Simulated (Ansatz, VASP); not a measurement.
## CuO, level by level in two programs

```
Cu O
1.0
     2.35736   -1.72263    0.00000
     2.35736    1.72263    0.00000
    -0.85566    0.00000    5.09137
Cu O
2 2
Direct
  0.50000 0.00000 0.50000
  0.00000 0.50000 0.00000
  0.41840 0.58160 0.75000
  0.58160 0.41840 0.25000
```

Single points on this cell with VASP 6.6.1 and Ansatz 0.2.0. Each row is one pair of runs. Alike in all rows: spin: off; k mesh: 10 × 10 × 5; smearing: fermi-dirac, width 0.05 eV.

| level | VASP's potentials, cutoff | Ansatz's potentials, cutoff | gap on the k mesh at the Fermi level (eV), VASP | gap on the k mesh at the Fermi level (eV), Ansatz | pressure (GPa), VASP | pressure (GPa), Ansatz | rms of the force components (eV/Å), VASP | rms of the force components (eV/Å), Ansatz |
| --- | --- | --- | --- | --- | --- | --- | --- | --- |
| BLYP+D3(BJ) | VASP PAW PBE potentials, release 64 (Cu, O), 520 eV | Ansatz PAW, 420 eV | none | none | 0.2 | -0.6 | 0.099 | 0.119 |
| r2SCAN | VASP PAW PBE potentials, release 64 (Cu, O), 520 eV | Ansatz PAW, 500 eV | none | none | -3.8 | -4.7 | 0.124 | 0.141 |
| PBEsol+D4 | VASP PAW PBE potentials, release 64 (Cu_sv_GW, O), 820 eV | Ansatz PAW, 420 eV | none | none | -9.2 | -8.4 | 0.168 | 0.171 |
| RPBE+D4 | VASP PAW PBE potentials, release 64 (Cu_sv_GW, O), 820 eV | Ansatz PAW, 420 eV | none | none | -2.3 | -1.5 | 0.097 | 0.098 |

Pressure (GPa): the two programs differ by at most 0.91; rms of the force components (eV/Å): the two programs differ by at most 0.0197.

VASP's potentials hold 34 valence electrons a cell and Ansatz's 50 in some rows, so a difference there can come from the potentials and not from the codes.

A gap of «none» marks a metal or a gap that the smearing closes.
